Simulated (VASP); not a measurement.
# RbTe2: single point with PBE

RbTe2:

```xyz
3
Lattice="0.0000 3.9902 3.9902 3.9902 0.0000 3.9902 3.9902 3.9902 0.0000" Properties=species:S:1:pos:R:3 pbc="T T T"
Rb    0.0000    0.0000    0.0000
Te    1.9951    1.9951    1.9951
Te    5.9853    5.9853    5.9853
```

| Property | Result |
| --- | --- |
| Program | VASP 6.6.1 |
| Task | single point |
| Functional | PBE |
| Potentials or basis | VASP PAW PBE potentials, release 64 (Rb_sv, Te) |
| Cutoff | 520 eV |
| k mesh | 4 × 4 × 4 |
| Occupations | gaussian, width 0.1 eV |
| Spin | no spin polarisation |

```yaml
Pressure: 0.4 GPa
Band_gap_on_the_k_mesh: zero (an odd number of electrons rules out a gap without spin polarisation)
```

Levels at points of the mesh, in eV from the Fermi level:
```
           k point  band 8  band 9  band 10  band 11  band 12  band 13
(0.00, 0.00, 0.00)   -1.84   -1.84     0.35     0.35     0.35     4.58
(0.50, 0.00, 0.00)   -1.21   -1.12    -0.97    -0.68    -0.68     5.78
(0.50, 0.50, 0.00)   -1.72   -1.72     0.40     0.40     0.93     3.92
```

It took 53 s on 1 thread of Intel Xeon 8259CL, with other jobs on the host, peak memory 0.26 GiB.

Caveat: spin-orbit coupling is left out, which moves the levels of the heavy elements.
